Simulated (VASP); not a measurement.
# RbTaAs2 (P4/mmm) in VASP: a series of runs

The runs below take RbTaAs2 through single point, relaxation of cell and atoms, with PBE.

Everything below comes from runs of VASP 6.6.1. Logs are shortened: lines on timing, memory, paths and dates and some standing lists are left out, and cuts for length are marked.

### 1 The cell of the first run

The structure is tetragonal, space group P4/mmm (No. 123). The conventional cell has a = 3.271 Å, b = 3.271 Å, c = 8.496 Å, α = 90.00°, β = 90.00°, γ = 90.00°. Within 4.3 Å of Rb (site symmetry 4/mmm) lie 4 Rb at 3.27 Å and 8 As at 3.54 Å and 2 Ta at 4.25 Å. Ta (site symmetry 4/mmm) has 8 As at 2.80 Å and 4 Ta at 3.27 Å within 3.7 Å. As (site symmetry 4mm) has 4 Ta at 2.80 Å and 5 As at 3.14 to 3.27 Å and 4 Rb at 3.54 Å within 3.7 Å.

### 2 Single point, PBE

INCAR

```
PREC     = Accurate       # precision mode
ENCUT    = 520            # plane-wave cutoff, eV
EDIFF    = 1E-6           # SCF threshold, eV
ISMEAR   = 0              # smearing method
SIGMA    = 0.1            # smearing width, eV
LREAL    = False          # projectors in reciprocal space
LASPH    = True           # aspherical terms in the spheres
NELM     = 60             # most SCF steps
ALGO     = Normal         # electronic algorithm
ISIF     = 2              # what is computed and relaxed
LWAVE    = False          # write WAVECAR
LCHARG   = True           # write CHGCAR
GGA      = PE             # functional
LELF     = True           # ELF
LVHAR    = True         
NBANDS   = 23             # bands
```

KPOINTS

```
regular mesh
0
Gamma
  6 6 2
```

POSCAR

```
RbTaAs2
1.0
    3.2714591857      0.0000000000      0.0000000000
    0.0000000000      3.2714591857      0.0000000000
    0.0000000000      0.0000000000      8.4960221064
Rb Ta As
1 1 2
Direct
    0.0000000000      0.0000000000      0.0000000000
    0.0000000000      0.0000000000      0.5000000000
    0.5000000000      0.5000000000      0.3153493600
    0.5000000000      0.5000000000      0.6846506400
```

Potentials or basis: VASP PAW PBE potentials, release 64 (Rb_sv, Ta_pv, As).

On the command line:

```sh
> cat potpaw_PBE.64/Rb_sv/POTCAR potpaw_PBE.64/Ta_pv/POTCAR potpaw_PBE.64/As/POTCAR > POTCAR
> mpirun -np 1 vasp_std > vasp.out
```

OUTCAR:

```text
PREC = Accurate
   ENCUT = 520
   EDIFF = 1E-6
   ISMEAR = 0
   LREAL = False
   LASPH = True
   NELM = 60
   ISIF = 2
   GGA = PE

 ion  position               nearest neighbor table
   1  0.000  0.000  0.000-   3 3.54   4 3.54   3 3.54   4 3.54   3 3.54   4 3.54   3 3.54   4 3.54
                             2 4.25   2 4.25
   2  0.000  0.000  0.500-   3 2.80   4 2.80   3 2.80   4 2.80   3 2.80   4 2.80   3 2.80   4 2.80
                             1 4.25   1 4.25
   3  0.500  0.500  0.315-   2 2.80   2 2.80   2 2.80   2 2.80   1 3.54   1 3.54   1 3.54   1 3.54

   4  0.500  0.500  0.685-   2 2.80   2 2.80   2 2.80   2 2.80   1 3.54   1 3.54   1 3.54   1 3.54

  LATTYP: Found a simple tetragonal cell.
 ALAT       =     3.2714591857
 C/A-ratio  =     2.5970130221

  Lattice vectors:

 A1 = (   3.2714591857,   0.0000000000,   0.0000000000)
 A2 = (   0.0000000000,   3.2714591857,   0.0000000000)
 A3 = (   0.0000000000,   0.0000000000,   8.4960221064)

Analysis of symmetry for initial positions (statically):
=====================================================================
 Subroutine PRICEL returns:
 Original cell was already a primitive cell.

 Routine SETGRP: Setting up the symmetry group for a
 simple tetragonal supercell.

 Subroutine GETGRP returns: Found 16 space group operations
 (whereof 16 operations were pure point group operations)
 out of a pool of 16 trial point group operations.

The static configuration has the point symmetry D_4h.

Analysis of symmetry for dynamics (positions and initial velocities):
=====================================================================
 Subroutine PRICEL returns:
 Original cell was already a primitive cell.

 Routine SETGRP: Setting up the symmetry group for a
 simple tetragonal supercell.

 Subroutine GETGRP returns: Found 16 space group operations
 (whereof 16 operations were pure point group operations)
 out of a pool of 16 trial point group operations.

The dynamic configuration has the point symmetry D_4h.

 Subroutine INISYM returns: Found 16 space group operations
 (whereof 16 operations are pure point group operations),
 and found     1 'primitive' translations

----------------------------------------------------------------------------------------

                                     Primitive cell

  volume of cell :      90.9282

  direct lattice vectors                    reciprocal lattice vectors
     3.271459186  0.000000000  0.000000000     0.305673995  0.000000000  0.000000000
     0.000000000  3.271459186  0.000000000     0.000000000  0.305673995  0.000000000
     0.000000000  0.000000000  8.496022106     0.000000000  0.000000000  0.117702142

  length of vectors
     3.271459186  3.271459186  8.496022106     0.305673995  0.305673995  0.117702142

  position of ions in fractional coordinates (direct lattice)
     0.000000000  0.000000000  0.000000000
     0.000000000  0.000000000  0.500000000
     0.500000000  0.500000000  0.315349360
     0.500000000  0.500000000  0.684650640

  ion indices of the primitive-cell ions
   primitive index   ion index
                 1           1
                 2           2
                 3           3
                 4           4

----------------------------------------------------------------------------------------

 KPOINTS: regular mesh

Automatic generation of k-mesh.
 Grid dimensions read from file:
 generate k-points for:    6    6    2

 Generating k-lattice:

  Cartesian coordinates                     Fractional coordinates (reciprocal lattice)
     0.050945666  0.000000000  0.000000000     0.166666667  0.000000000  0.000000000
     0.000000000  0.050945666  0.000000000     0.000000000  0.166666667  0.000000000
     0.000000000  0.000000000  0.058851071     0.000000000  0.000000000  0.500000000

  Length of vectors
     0.050945666  0.050945666  0.058851071

  Shift w.r.t. Gamma in fractional coordinates (k-lattice)
     0.000000000  0.000000000  0.000000000

 Subroutine IBZKPT returns following result:
 ===========================================

[... 53 lines left out ...]
[... 15 lines left out ...]
     22       9.8354      0.00000
     23      10.3485      0.00000

 k-point     5 :       0.1667    0.1667    0.0000
  band No.  band energies     occupation
      1     -30.1579      2.00000
      2     -30.0184      2.00000
      3     -30.0125      2.00000
      4     -23.5941      2.00000
      5      -7.8546      2.00000
      6      -7.6739      2.00000
[... 15 lines left out ...]
     22       9.1858      0.00000
     23      11.1204      0.00000

 k-point     6 :       0.3333    0.1667    0.0000
  band No.  band energies     occupation
      1     -30.1439      2.00000
      2     -30.1303      2.00000
      3     -30.0029      2.00000
      4     -23.4806      2.00000
      5      -8.3743      2.00000
      6      -7.5673      2.00000
[... 15 lines left out ...]
     22       9.0820      0.00000
     23      10.8640      0.00000

 k-point     7 :       0.5000    0.1667    0.0000
  band No.  band energies     occupation
      1     -30.1868      2.00000
      2     -30.1369      2.00000
      3     -29.9968      2.00000
      4     -23.4221      2.00000
      5      -8.7669      2.00000
      6      -7.4119      2.00000
[... 249 lines left out ...]
     22       9.9229      0.00000
     23      10.0171      0.00000

 k-point    17 :       0.5000    0.1667    0.5000
  band No.  band energies     occupation
      1     -30.1868      2.00000
      2     -30.1369      2.00000
      3     -29.9968      2.00000
      4     -23.4221      2.00000
      5      -8.7649      2.00000
      6      -7.4158      2.00000
[... 15 lines left out ...]
     22       9.3013      0.00000
     23      10.4071      0.00000

 k-point    18 :       0.3333    0.3333    0.5000
  band No.  band energies     occupation
      1     -30.1308      2.00000
      2     -30.1174      2.00000
      3     -30.1116      2.00000
      4     -23.3707      2.00000
      5      -8.2225      2.00000
      6      -8.1203      2.00000
[... 15 lines left out ...]
     22       9.6711      0.00000
     23       9.7377      0.00000

 k-point    19 :       0.5000    0.3333    0.5000
  band No.  band energies     occupation
      1     -30.1694      2.00000
      2     -30.1243      2.00000
      3     -30.1066      2.00000
      4     -23.3140      2.00000
      5      -8.5590      2.00000
      6      -8.0717      2.00000
[... 15 lines left out ...]
     22      10.0384      0.00000
     23      10.0905      0.00000

 k-point    20 :       0.5000    0.5000    0.5000
  band No.  band energies     occupation
      1     -30.1607      2.00000
      2     -30.1607      2.00000
      3     -30.1179      2.00000
      4     -23.2584      2.00000
      5      -8.4504      2.00000
      6      -8.4504      2.00000
[... 15 lines left out ...]
     22       8.6211      0.00000
     23       8.8617      0.00000

------------------------ aborting loop because EDIFF is reached ----------------------------------------

  FORCE on cell =-STRESS in cart. coord.  units (eV):
  Direction    XX          YY          ZZ          XY          YZ          ZX
  --------------------------------------------------------------------------------------
  -------------------------------------------------------------------------------------
  Total        0.1597861      0.1597861      0.0728343      0.0000000      0.0000000     -0.0000000
  in kB        2.8154707      2.8154707      1.2833581      0.0000000      0.0000000     -0.0000000
  external PRESSURE =       2.3047665 kB  Pullay stress =       0.0000000 kB

 VOLUME and BASIS-vectors are now :
 -----------------------------------------------------------------------------
  energy-cutoff  :      520.00
  volume of cell :       90.93
      direct lattice vectors                 reciprocal lattice vectors
     3.271459186  0.000000000  0.000000000     0.305673995  0.000000000  0.000000000
     0.000000000  3.271459186  0.000000000     0.000000000  0.305673995  0.000000000
     0.000000000  0.000000000  8.496022106     0.000000000  0.000000000  0.117702142

 POSITION                                       TOTAL-FORCE (eV/Angst)
 -----------------------------------------------------------------------------------
      0.00000      0.00000      0.00000        -0.000000      0.000000      0.000000
      0.00000      0.00000      4.24801        -0.000000      0.000000      0.000000
      1.63573      1.63573      2.67922         0.000000     -0.000000      0.006219
      1.63573      1.63573      5.81681        -0.000000      0.000000     -0.006219
 -----------------------------------------------------------------------------------
    total drift:                                0.000000     -0.000000     -0.000000

  FREE ENERGIE OF THE ION-ELECTRON SYSTEM (eV)
  ---------------------------------------------------
  free  energy   TOTEN  =       -22.9466941278 eV

  energy  without entropy=      -22.9256448995  energy(sigma->0) =      -22.93616951
```

Run time: 28 s. Hardware: 1 thread of Intel Xeon Platinum 8259CL at 2.50GHz (Skylake/Cascade Lake), shared host; peak memory 0.21 GiB.

Results:

```yaml
Free_energy: -22.9467 eV
Pressure: 0.2 GPa
Largest_force: 0.006 eV/Å
Band_gap_on_the_k_mesh: zero (band 15 reaches 5.45 eV, above the bottom of band 16 at 4.34 eV)
```

Forces on the atoms (eV/Å):
```
Rb   0.000  0.000  0.000
Ta   0.000  0.000  0.000
As   0.000  0.000  0.006
As   0.000  0.000 -0.006
```

Caveat: the k points lie up to 0.37 Å⁻¹ apart; spin-orbit coupling is left out, which moves the levels of the heavy elements.

### 3 Relaxation of cell and atoms, PBE

This run uses another cell than the first one, of 27.31 Å³/atom, 1.202 times its volume.

INCAR

```
SYSTEM = RbTaAs2
PREC = Accurate ; ENCUT = 600
EDIFF = 1E-6 ; ISMEAR = 0
SIGMA = 0.1 ; LREAL = .FALSE.
LASPH = .TRUE. ; NELM = 60
ALGO = Normal ; ISIF = 3
LWAVE = .FALSE. ; LCHARG = .FALSE.
GGA = PE ; IBRION = 2
NSW = 90 ; EDIFFG = -0.04
```

KPOINTS

```
regular mesh
0
G
  4 4 2
  0 0 0
```

POSCAR

```
RbTaAs2
1.0
    3.7943459700      0.0000000000      0.0000000000
    0.0000000000      3.7943459700      0.0000000000
    0.0000000000      0.0000000000      7.5886919400
Rb Ta As
1 1 2
Direct
    0.0000000000      0.0000000000      0.0000000000
    0.0000000000      0.0000000000      0.5000000000
    0.5000000000      0.5000000000      0.2500000000
    0.5000000000      0.5000000000      0.7500000000
```

Potentials or basis: VASP PAW PBE potentials, release 64 (Rb_sv, Ta_pv, As).

On the command line:

```sh
> cat potpaw_PBE.64/Rb_sv/POTCAR potpaw_PBE.64/Ta_pv/POTCAR potpaw_PBE.64/As/POTCAR > POTCAR
> mpirun -np 1 vasp_std > vasp.out
```

It took 5.2 min on 1 thread of Intel Xeon Platinum 8259CL at 2.50GHz (Skylake/Cascade Lake), shared host; peak memory 0.27 GiB.

Results (log left out):

```yaml
Free_energy: -22.9716 eV
Relaxed_volume: 23.03 Å³/atom
Relaxed_cell: a = 3.328 Å, b = 3.328 Å, c = 8.316 Å, α = 90.00°, β = 90.00°, γ = 90.00°
Space_group_after_relaxing_to_0.05_Å: P4/mmm (No. 123)
Energy_gained_by_relaxing: 888.7 meV/atom
Ionic_steps: 16
Pressure_after_relaxing: 0.0 GPa
Largest_force_after_relaxing: 0.020 eV/Å
Band_gap_on_the_k_mesh: zero (band 15 reaches 5.26 eV, above the bottom of band 16 at 4.29 eV)
```

Forces in eV/Å, atoms in the order of the input:
```
Rb   0.000  0.000  0.000
Ta   0.000  0.000  0.000
As   0.000  0.000  0.020
As   0.000  0.000 -0.020
```

Stress tensor (GPa, compression positive):
```
-0.14  0.00  0.00
 0.00 -0.14  0.00
 0.00  0.00  0.21
```

Step by step:
```csv
step,energy change (eV),largest force (eV/Å),pressure (GPa),volume (Å³)
1,0.0000,3.2789,-10.79,109.25
2,-2.0551,3.0673,2.51,82.67
3,-2.0935,2.7873,7.94,78.53
4,-2.9034,0.0511,11.63,79.10
5,-2.9157,0.2842,12.60,79.17
6,-3.2825,0.3517,-5.54,99.93
7,-3.3916,0.0801,-1.13,92.31
8,-3.5183,0.0542,-1.01,93.03
9,-3.5464,0.0129,-0.90,93.33
10,-3.5501,0.0046,-0.79,93.44
11,-3.5510,0.0183,-0.71,93.50
12,-3.5513,0.0380,-0.65,93.54
13,-3.5522,0.1344,0.57,91.99
14,-3.5532,0.0937,0.06,92.63
15,-3.5540,0.0634,0.03,92.50
16,-3.5547,0.0195,-0.02,92.10
```

Final structure:
```
Rb Ta As
1.0
     3.32796    0.00000    0.00000
     0.00000    3.32796    0.00000
     0.00000    0.00000    8.31612
Rb Ta As
1 1 2
Direct
  0.00000 0.00000 0.00000
  0.00000 0.00000 0.50000
  0.50000 0.50000 0.31967
  0.50000 0.50000 0.68033
```

Levels at points of the mesh, in eV from the Fermi level:
```
           k point  band 12  band 13  band 14  band 15  band 16  band 17  band 18  band 19
(0.00, 0.00, 0.00)    -0.73    -0.73    -0.07     0.07     0.88     0.88     2.26     2.59
(0.50, 0.00, 0.00)    -2.64    -1.43    -1.30    -1.01     1.41     2.59     2.79     3.46
(0.50, 0.50, 0.00)    -3.39    -3.39    -3.24    -0.39     1.57     1.91     2.68     2.68
(0.00, 0.00, 0.50)    -1.61    -0.70    -0.70     0.81     0.81     1.05     2.26     2.71
(0.50, 0.00, 0.50)    -3.00    -1.42    -0.89    -0.76     1.42     2.52     3.28     3.66
(0.50, 0.50, 0.50)    -3.51    -3.51    -2.90    -0.20    -0.17     3.00     3.36     4.09
```

Caveat: the k points lie up to 0.47 Å⁻¹ apart in the final cell; the volume moved by over 15 % at a fixed basis, so the end points are rough; spin-orbit coupling is left out, which moves the levels of the heavy elements.

### 4 Relaxation of cell and atoms, PBE

This run uses another cell than the first one, of 22.99 Å³/atom, 1.012 times its volume.

INCAR

```
SYSTEM = RbTaAs2
ALGO = Normal ; EDIFF = 1E-6
EDIFFG = -0.04 ; ENCUT = 600
GGA = PE ; IBRION = 2
ISIF = 3 ; ISMEAR = 0
LASPH = .True. ; LCHARG = .False.
LREAL = .False. ; LWAVE = .False.
NELM = 100 ; NSW = 90
PREC = Accurate ; SIGMA = 0.1
```

KPOINTS

```
k-points
0
Gamma
  6 6 2
  0 0 0
```

POSCAR

```
RbTaAs2
1.0
    3.3307812597      0.0000000000      0.0000000000
    0.0000000000      3.3307812597      0.0000000000
    0.0000000000      0.0000000000      8.2904092359
Rb Ta As
1 1 2
Direct
    0.0000000000      0.0000000000      0.0000000000
    0.0000000000      0.0000000000      0.5000000000
    0.5000000000      0.5000000000      0.3206688284
    0.5000000000      0.5000000000      0.6793311716
```

On the command line:

```sh
> cat potpaw_PBE.64/Rb_sv/POTCAR potpaw_PBE.64/Ta_pv/POTCAR potpaw_PBE.64/As/POTCAR > POTCAR
> mpirun -np 1 vasp_std > vasp.out
```

Run time: 8.1 min. Hardware: 1 thread of Intel Xeon Platinum 8259CL at 2.50GHz (Skylake/Cascade Lake), shared host; peak memory 0.26 GiB.

Results (log left out):

| Property | Result |
| --- | --- |
| Free energy | -22.9473 eV |
| Relaxed volume | 22.82 Å³/atom |
| Relaxed cell | a = 3.273 Å, b = 3.273 Å, c = 8.521 Å, α = 90.00°, β = 90.00°, γ = 90.00° |
| Space group after relaxing (to 0.05 Å) | P4/mmm (No. 123) |
| Energy gained by relaxing | 8.6 meV/atom |
| Ionic steps | 23 |
| Pressure after relaxing | 0.0 GPa |
| Largest force after relaxing | 0.010 eV/Å |
| Band gap on the k mesh | zero (band 15 reaches 5.42 eV, above the bottom of band 16 at 4.31 eV) |

Forces on the atoms (eV/Å):
```
Rb   0.000  0.000  0.000
Ta   0.000  0.000  0.000
As   0.000  0.000  0.010
As   0.000  0.000 -0.010
```

Stress tensor (GPa, compression positive):
```
 0.11  0.00  0.00
 0.00  0.11  0.00
 0.00  0.00 -0.21
```

The path:
```
step  energy change (eV)  largest force (eV/Å)  pressure (GPa)  volume (Å³)
   1              0.0000                0.0278            0.32        91.97
   2             -0.0013                0.0160           -0.16        92.59
   3             -0.0014                0.0137           -0.44        92.89
   4             -0.0020                0.0338           -0.54        92.99
   5             -0.0046                0.0911           -0.78        93.26
   6             -0.0108                0.1474           -1.29        93.80
   7             -0.0095                0.0186           -2.16        94.87
   8             -0.0138                0.1191           -1.64        94.20
   9             -0.0140                0.0964           -1.75        94.33
  10             -0.0145                0.0879           -1.76        94.34
  11             -0.0155                0.0580           -1.78        94.37
  12             -0.0145                0.0060           -1.82        94.42
  13             -0.0156                0.0427           -1.80        94.38
  14             -0.0167                0.0493           -1.72        94.28
  15             -0.0198                0.0693           -1.49        93.98
  16             -0.0247                0.1092           -1.01        93.37
  17             -0.0288                0.1931           -0.02        92.16
  18             -0.0288                0.1972            0.03        92.10
  19             -0.0294                0.1861            0.03        92.06
  20             -0.0310                0.1535            0.02        91.93
  21             -0.0333                0.0881            0.01        91.68
  22             -0.0344                0.0431            0.01        91.17
  23             -0.0346                0.0098            0.00        91.30
```

Final structure:
```
CELL_PARAMETERS angstrom
3.27333 0.00000 0.00000
0.00000 3.27333 0.00000
0.00000 0.00000 8.52091
ATOMIC_POSITIONS crystal
Rb 0.00000 0.00000 0.00000
Ta 0.00000 0.00000 0.50000
As 0.50000 0.50000 0.31572
As 0.50000 0.50000 0.68428
```

Levels at points of the mesh, in eV from the Fermi level:
```csv
k point,band 12,band 13,band 14,band 15,band 16,band 17,band 18,band 19
"(0.00, 0.00, 0.00)",-0.54,-0.54,-0.40,0.01,1.28,1.28,2.53,2.57
"(0.50, 0.00, 0.00)",-2.48,-1.55,-1.07,-1.02,1.58,2.81,2.89,3.54
"(0.50, 0.50, 0.00)",-3.25,-3.25,-3.17,-0.32,1.40,1.72,2.55,2.55
"(0.00, 0.00, 0.50)",-1.78,-0.51,-0.51,0.96,1.20,1.20,2.51,2.57
"(0.50, 0.00, 0.50)",-2.86,-1.11,-1.02,-0.85,1.59,2.82,3.34,3.86
"(0.50, 0.50, 0.50)",-3.37,-3.37,-2.85,-0.27,-0.14,3.08,3.41,3.41
```

Caveat: the k points lie up to 0.37 Å⁻¹ apart in the final cell; spin-orbit coupling is left out, which moves the levels of the heavy elements.

### 5 Overview

```tsv
task	cell	k mesh	cutoff (eV)	gap on the mesh (eV)	pressure (GPa)	relaxed volume (Å³/atom)	largest force (eV/Å)
single point	a = 3.271, b = 3.271, c = 8.496 Å, 4 atoms	6 × 6 × 2	520	none	0.2	-	0.01
relaxation of cell and atoms	relaxed from a = 3.794, b = 3.794, c = 7.589 Å, 4 atoms	4 × 4 × 2	600	none	0.0	23.03	0.02
relaxation of cell and atoms	relaxed from a = 3.331, b = 3.331, c = 8.290 Å, 4 atoms	6 × 6 × 2	600	none	0.0	22.82	0.01
```

Alike in all rows: level PBE; potentials or basis VASP PAW PBE potentials, release 64 (Rb_sv, Ta_pv, As); no spin polarisation; smearing gaussian 0.1 eV.

Caveats: all runs use coarse meshes; spin-orbit coupling is left out, which moves the levels of the heavy elements; the volume moved by over 15 % at a fixed basis, so the end points are rough (some runs).

Absolute energies hang on the potentials; compare differences alone.
